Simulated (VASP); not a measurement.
# AlGaN2 (P-4m2) in VASP: a series of runs

The runs below take AlGaN2 through single point, with r2SCAN.

All numbers are computed with VASP 6.6.1; they aren't measurements. Logs are shortened: lines on timing, memory, paths and dates and some standing lists are left out, and cuts for length are marked.

### 1 The cell of the first run

Symmetry: P-4m2, No. 115, tetragonal system. The conventional cell has a = 3.141 Å, b = 3.141 Å, c = 4.490 Å, α = 90.00°, β = 90.00°, γ = 90.00°. Within 2.5 Å of Al (site symmetry -4m2) lie 4 N at 1.90 Å. Within 2.6 Å of Ga (site symmetry -4m2) lie 4 N at 1.96 Å. Within 2.5 Å of N (site symmetry 2mm) lie 2 Al at 1.90 Å and 2 Ga at 1.96 Å.

### 2 Single point, r2SCAN (strain +0.000 along x and y, +0.015 along z)

The input, POSCAR:

```
AlGaN2
1.0
    3.1408770487      0.0000000000      0.0000000000
    0.0000000000      3.1408770487      0.0000000000
    0.0000000000      0.0000000000      4.4901955091
Al Ga N
1 1 2
Direct
    0.5000000000      0.5000000000      0.5000000000
    0.0000000000      0.0000000000      0.0000000000
    0.5000000000      0.0000000000      0.7382648100
    0.0000000000      0.5000000000      0.2617351900
```

The input, INCAR.step1:

```
SYSTEM = AlGaN2
  PREC = Accurate
  ENCUT = 910
  ISMEAR = 0
  SIGMA = 0.05
  LREAL = .False.
  LASPH = .True.
  NELM = 120
  NBANDS = 21
  GGA = PE
  ALGO = Normal
  EDIFF = 1E-5
  LWAVE = .True.
  LCHARG = .False.
  GGA_COMPAT = .False.
```

The input, INCAR.step2:

```
SYSTEM = AlGaN2
  PREC = Accurate
  ENCUT = 910
  EDIFF = 1E-6
  ISMEAR = 0
  SIGMA = 0.05
  LREAL = .False.
  LASPH = .True.
  NELM = 120
  ALGO = Normal
  ISIF = 2
  LWAVE = .False.
  LCHARG = .False.
  METAGGA = R2SCAN
  LMIXTAU = .True.
  NBANDS = 21
  ISTART = 1
  GGA_COMPAT = .False.
```

The input, KPOINTS:

```
regular mesh
0
Gamma
  8 8 6
  0 0 0
```

Potentials or basis: VASP PAW PBE potentials, release 64 (Al, Ga_d, N_h).

Run with:

```bash
$ cat potpaw_PBE.64/Al/POTCAR potpaw_PBE.64/Ga_d/POTCAR potpaw_PBE.64/N_h/POTCAR > POTCAR
$ cp INCAR.step1 INCAR
$ mpirun -np 1 vasp_std > vasp.out
$ cp INCAR.step2 INCAR
$ mpirun -np 1 vasp_std > vasp.out
```

OUTCAR:

```text
SYSTEM = AlGaN2
   PREC = Accurate
   ENCUT = 910
   EDIFF = 1E-6
   ISMEAR = 0
   LREAL = .False.
   LASPH = .True.
   NELM = 120
   ISIF = 2
   METAGGA = R2SCAN
   ISTART = 1

 ion  position               nearest neighbor table
   1  0.500  0.500  0.500-   3 1.90   4 1.90   3 1.90   4 1.90
   2  0.000  0.000  0.000-   3 1.96   4 1.96   4 1.96   3 1.96
   3  0.500  0.000  0.738-   1 1.90   1 1.90   2 1.96   2 1.96
   4  0.000  0.500  0.262-   1 1.90   1 1.90   2 1.96   2 1.96

  LATTYP: Found a simple tetragonal cell.
 ALAT       =     3.1408770487
 C/A-ratio  =     1.4295992614

  Lattice vectors:

 A1 = (   3.1408770487,   0.0000000000,   0.0000000000)
 A2 = (   0.0000000000,   3.1408770487,   0.0000000000)
 A3 = (   0.0000000000,   0.0000000000,   4.4901955091)

Analysis of symmetry for initial positions (statically):
=====================================================================
 Subroutine PRICEL returns:
 Original cell was already a primitive cell.

 Routine SETGRP: Setting up the symmetry group for a
 simple tetragonal supercell.

 Subroutine GETGRP returns: Found  8 space group operations
 (whereof  8 operations were pure point group operations)
 out of a pool of 16 trial point group operations.

The static configuration has the point symmetry D_2d.

Analysis of symmetry for dynamics (positions and initial velocities):
=====================================================================
 Subroutine PRICEL returns:
 Original cell was already a primitive cell.

 Routine SETGRP: Setting up the symmetry group for a
 simple tetragonal supercell.

 Subroutine GETGRP returns: Found  8 space group operations
 (whereof  8 operations were pure point group operations)
 out of a pool of 16 trial point group operations.

The dynamic configuration has the point symmetry D_2d.

 Subroutine INISYM returns: Found  8 space group operations
 (whereof  8 operations are pure point group operations),
 and found     1 'primitive' translations

----------------------------------------------------------------------------------------

                                     Primitive cell

  volume of cell :      44.2963

  direct lattice vectors                    reciprocal lattice vectors
     3.140877049  0.000000000  0.000000000     0.318382409  0.000000000  0.000000000
     0.000000000  3.140877049  0.000000000     0.000000000  0.318382409  0.000000000
     0.000000000  0.000000000  4.490195509     0.000000000  0.000000000  0.222707452

  length of vectors
     3.140877049  3.140877049  4.490195509     0.318382409  0.318382409  0.222707452

  position of ions in fractional coordinates (direct lattice)
     0.500000000  0.500000000  0.500000000
     0.000000000  0.000000000  0.000000000
     0.500000000  0.000000000  0.738264810
     0.000000000  0.500000000  0.261735190

  ion indices of the primitive-cell ions
   primitive index   ion index
                 1           1
                 2           2
                 3           3
                 4           4

----------------------------------------------------------------------------------------

 KPOINTS: regular mesh

Automatic generation of k-mesh.
 Grid dimensions read from file:
 generate k-points for:    8    8    6

 Generating k-lattice:

  Cartesian coordinates                     Fractional coordinates (reciprocal lattice)
     0.039797801  0.000000000  0.000000000     0.125000000  0.000000000  0.000000000
     0.000000000  0.039797801  0.000000000     0.000000000  0.125000000  0.000000000
     0.000000000  0.000000000  0.037117909     0.000000000  0.000000000  0.166666667

  Length of vectors
     0.039797801  0.039797801  0.037117909

  Shift w.r.t. Gamma in fractional coordinates (k-lattice)
     0.000000000  0.000000000  0.000000000

 Subroutine IBZKPT returns following result:
 ===========================================

 Found     60 irreducible k-points:

 Following reciprocal coordinates:
            Coordinates               Weight
  0.000000  0.000000  0.000000      1.000000
  0.125000  0.000000  0.000000      4.000000
  0.250000  0.000000  0.000000      4.000000
  0.375000  0.000000  0.000000      4.000000
  0.500000  0.000000  0.000000      2.000000
  0.125000  0.125000  0.000000      4.000000
[... 16 lines left out ...]
  0.375000  0.125000  0.166667     16.000000
  0.500000  0.125000  0.166667      8.000000
 [... further k-points ...]
   k-points           NKPTS =     60   k-points in BZ     NKDIM =     60   number of bands    NBANDS=     21
   number of dos      NEDOS =    301   number of ions     NIONS =      4
   total plane-waves  NPLWV =  49152
   dimension x,y,z NGX =    32 NGY =   32 NGZ =   48
   dimension x,y,z NGXF=    64 NGYF=   64 NGZF=   96
   ions per type =               1   1   2
   NGX,Y,Z   is equivalent  to a cutoff of  16.94, 16.94, 17.77 a.u.
   NGXF,Y,Z  is equivalent  to a cutoff of  33.88, 33.88, 35.54 a.u.
 SYSTEM =  AlGaN2
   PREC   = accura    normal or accurate (medium, high low for compatibility)
   ISTART =      1    job   : 0-new  1-cont  2-samecut
   ICHARG =      0    charge: 1-file 2-atom 10-const
   ISPIN  =      1    spin polarized calculation?
   LNONCOLLINEAR =      F non collinear calculations
   LSORBIT =      F    spin-orbit coupling
   LASPH  =      T    aspherical Exc in radial PAW
   ENCUT  =  910.0 eV  66.88 Ry    8.18 a.u.   7.73  7.73 11.04*2*pi/ulx,y,z
   NELM   =    120;   NELMIN=  2; NELMDL=  0     # of ELM steps
   EDIFF  = 0.1E-05   stopping-criterion for ELM
   LREAL  =      F    real-space projection
[... 7 lines left out ...]
   TEBEG  =    0.0;   TEEND  =   0.0 temperature during run
   PSTRESS=    0.0 pullay stress
   NELECT =      26.0000    total number of electrons
   NUPDOWN=      -1.0000    fix difference up-down
   EMIN   =  10.00;   EMAX   =-10.00  energy-range for DOS
   EFERMI =   0.00;   METHOD = LEGACY
   ISMEAR =     0;   SIGMA  =   0.05  broadening in eV -4-tet -1-fermi 0-gaus
   EFERMI_NEDOS =   21; number of points for ismear=-14 and -15
   IALGO  =     38    algorithm
   IMIX   =      4    mixing-type and parameters
     AMIX     =   0.40;   BMIX     =  1.00
     AMIX_MAG =   1.60;   BMIX_MAG =  1.00
  volume/ion in A,a.u.               =      11.07        74.73
  Fermi-wavevector in a.u.,A,eV,Ry     =   1.370704  2.590254 25.563014  1.878829
  Thomas-Fermi vector in A             =   2.496466
   LORBIT       =      0    0 simple, 1 ext, 2 COOP (PROOUT), +10 PAW based schemes
   METAGGA = R2SCAN    functional components
   LHFCALC =     F    Hartree Fock is set to
   AEXX    =    0.0000 exact exchange contribution
   IVDW    =     0    specifies the selected vdW correction
   LEPSILON=     F    determine dielectric tensor
   LRPA    =     F    only Hartree local field effects (RPA)
 non-spin polarized calculation
 Gauss-broadening in eV      SIGMA  =   0.05
  energy-cutoff  :      910.00
  volume of cell :       44.30
 maximum number of plane-waves:      2780
 NGX is ok and might be reduce to    32
   NGX = 15   NGY = 15   NGZ = 23

 number of electron      26.0000001 magnetization

 Free energy of the ion-electron system (eV)
  ---------------------------------------------------
  ext. energy  EPLUGINS =         0.00000000
  ---------------------------------------------------
  free energy    TOTEN  =       -41.06156985 eV

  energy without entropy =      -41.06156985  energy(sigma->0) =      -41.06156985

 E-fermi :   5.7860     XC(G=0): -11.9825

 val. band max:        5.5558622787   @ k =   0.0000   0.0000   0.0000
 cond. band min:       8.7776016733   @ k =   0.0000   0.0000   0.0000
 fundamental gap:      3.2217393946
 Fermi energy:         5.7859758532

 k-point     1 :       0.0000    0.0000    0.0000
  band No.  band energies     occupation
      1     -10.6432      2.00000
      2      -9.1181      2.00000
      3      -7.7992      2.00000
      4      -7.7992      2.00000
      5      -7.7306      2.00000
      6      -7.5916      2.00000
[... 13 lines left out ...]
     20      18.9958      0.00000
     21      21.4790      0.00000

 k-point     2 :       0.1250    0.0000    0.0000
  band No.  band energies     occupation
      1     -10.5120      2.00000
      2      -9.1194      2.00000
      3      -7.8065      2.00000
      4      -7.7965      2.00000
      5      -7.7082      2.00000
      6      -7.6025      2.00000
[... 13 lines left out ...]
     20      18.8023      0.00000
     21      20.9920      0.00000

 k-point     3 :       0.2500    0.0000    0.0000
  band No.  band energies     occupation
      1     -10.1607      2.00000
      2      -9.1365      2.00000
      3      -7.7916      2.00000
      4      -7.7901      2.00000
      5      -7.6350      2.00000
      6      -7.6287      2.00000
[... 13 lines left out ...]
     20      18.2530      0.00000
     21      19.8977      0.00000

 k-point     4 :       0.3750    0.0000    0.0000
  band No.  band energies     occupation
      1      -9.7273      2.00000
      2      -9.1989      2.00000
      3      -7.7835      2.00000
      4      -7.7468      2.00000
      5      -7.6548      2.00000
      6      -7.4539      2.00000
[... 13 lines left out ...]
     20      18.1476      0.00000
     21      18.9023      0.00000

 k-point     5 :       0.5000    0.0000    0.0000
  band No.  band energies     occupation
      1      -9.4523      2.00000
      2      -9.3071      2.00000
      3      -7.7807      2.00000
      4      -7.7254      2.00000
      5      -7.6656      2.00000
      6      -7.2030      2.00000
[... 13 lines left out ...]
     20      18.2447      0.00000
     21      18.3883      0.00000
[... 382 lines left out ...]
     20      18.2411      0.00000
     21      19.8781      0.00000

 k-point    22 :       0.2500    0.1250    0.1667
  band No.  band energies     occupation
      1      -9.9749      2.00000
      2      -9.1538      2.00000
      3      -7.8107      2.00000
      4      -7.7391      2.00000
      5      -7.6513      2.00000
      6      -7.5962      2.00000
[... 13 lines left out ...]
     20      18.3341      0.00000
     21      19.1180      0.00000

 k-point    23 :       0.3750    0.1250    0.1667
  band No.  band energies     occupation
      1      -9.6118      2.00000
      2      -9.1851      2.00000
      3      -7.7927      2.00000
      4      -7.7022      2.00000
      5      -7.6738      2.00000
      6      -7.3835      2.00000
[... 13 lines left out ...]
     20      18.3969      0.00000
     21      18.7953      0.00000

 k-point    24 :       0.5000    0.1250    0.1667
  band No.  band energies     occupation
      1      -9.4081      2.00000
      2      -9.2474      2.00000
      3      -7.7860      2.00000
      4      -7.6864      2.00000
      5      -7.6862      2.00000
      6      -7.1297      2.00000
[... 13 lines left out ...]
     20      18.4661      0.00000
     21      18.5732      0.00000

 [... further k-points ...]

------------------------ aborting loop because EDIFF is reached ----------------------------------------

  FORCE on cell =-STRESS in cart. coord.  units (eV):
  Direction    XX          YY          ZZ          XY          YZ          ZX
  --------------------------------------------------------------------------------------
  -------------------------------------------------------------------------------------
  Total       -0.6746502     -0.6746502     -1.2433352      0.0000000      0.0000000      0.0000000
  in kB      -24.4018158    -24.4018158    -44.9709121      0.0000000      0.0000000      0.0000000
  external PRESSURE =     -31.2581812 kB  Pullay stress =       0.0000000 kB

 VOLUME and BASIS-vectors are now :
 -----------------------------------------------------------------------------
  energy-cutoff  :      910.00
  volume of cell :       44.30
      direct lattice vectors                 reciprocal lattice vectors
     3.140877049  0.000000000  0.000000000     0.318382409  0.000000000  0.000000000
     0.000000000  3.140877049  0.000000000     0.000000000  0.318382409  0.000000000
     0.000000000  0.000000000  4.490195509     0.000000000  0.000000000  0.222707452

 POSITION                                       TOTAL-FORCE (eV/Angst)
 -----------------------------------------------------------------------------------
      1.57044      1.57044      2.24510         0.000000     -0.000000      0.000000
      0.00000      0.00000      0.00000         0.000000      0.000000      0.000000
      1.57044      0.00000      3.31495        -0.000000      0.000000      0.028416
      0.00000      1.57044      1.17524         0.000000      0.000000     -0.028416
 -----------------------------------------------------------------------------------
    total drift:                                0.000000      0.000000      0.000000

  FREE ENERGIE OF THE ION-ELECTRON SYSTEM (eV)
  ---------------------------------------------------
  free  energy   TOTEN  =       -41.0615698523 eV

  energy  without entropy=      -41.0615698523  energy(sigma->0) =      -41.06156985
```

Run time: 3.7 min. Hardware: 1 thread of Intel Xeon Platinum 8375C at 2.90GHz (Ice Lake), shared host; peak memory 0.31 GiB.

What came out:

```
Free energy            : -41.0616 eV
Pressure               : -3.1 GPa
Largest force          : 0.028 eV/Å
Band gap on the k mesh : 3.22 eV
```

Forces in eV/Å, atoms in the order of the input:
```
Al   0.000  0.000  0.000
Ga   0.000  0.000  0.000
N    0.000  0.000  0.028
N    0.000  0.000 -0.028
```

Caveat: the cell differs from its parent crystal (strain +0.000 along x and y, +0.015 along z); the cutoff is under 1.25 times the usual one of these potentials, so pressure, stress and relaxed cells hold a basis-set (Pulay) error; the cell stands under tension; the PAW data sets were made with another functional, which shifts forces and pressure a little.

(Continued in part 2 of 2.)
